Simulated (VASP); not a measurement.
Crystal: KCl (Sylvite).

```
K Cl
1.0
     0.00000    3.14647    3.14647
     3.14647    0.00000    3.14647
     3.14647    3.14647    0.00000
K Cl
1 1
Direct
  0.00000 0.00000 0.00000
  0.50000 0.50000 0.50000
```

Base run:

- Program: VASP 6.6.1
- Functional: r2SCAN
- Potentials or basis: VASP PAW PBE potentials, release 64 (K_sv, Cl)
- Cutoff: 520 eV
- k mesh: 7 × 7 × 7
- Occupations: fermi-dirac, width 0.05 eV
- Spin: no spin polarisation

Its results: band gap on the k mesh 5.83 eV, direct; pressure 0.0 GPa.

Q: After a change of settings the same cell gave: band gap on the k mesh 5.19 eV, direct; pressure 0.8 GPa. Which change was it?
A. functional from r2SCAN to PBEsol; dispersion from none to D3(BJ)
B. functional from r2SCAN to PBE
C. functional from r2SCAN to LDA; potentials or basis from VASP PAW PBE potentials, release 64 (K_sv, Cl) to VASP PAW LDA potentials, release 64 (K_sv, Cl)
D. occupations from fermi-dirac, width 0.05 eV to gaussian, width 0.01 eV; further incar settings from ALGO = Normal; EDIFF = 1e-07; NBANDS = 15 to ALGO = Normal; EDIFF = 1e-06; NBANDS = 15

A: B.

r2SCAN gives the wider gap, since meta-GGAs in the generalised Kohn-Sham scheme recover part of the derivative discontinuity.

Caveats: the PAW data sets were made with another functional, which shifts forces and pressure a little (some runs).
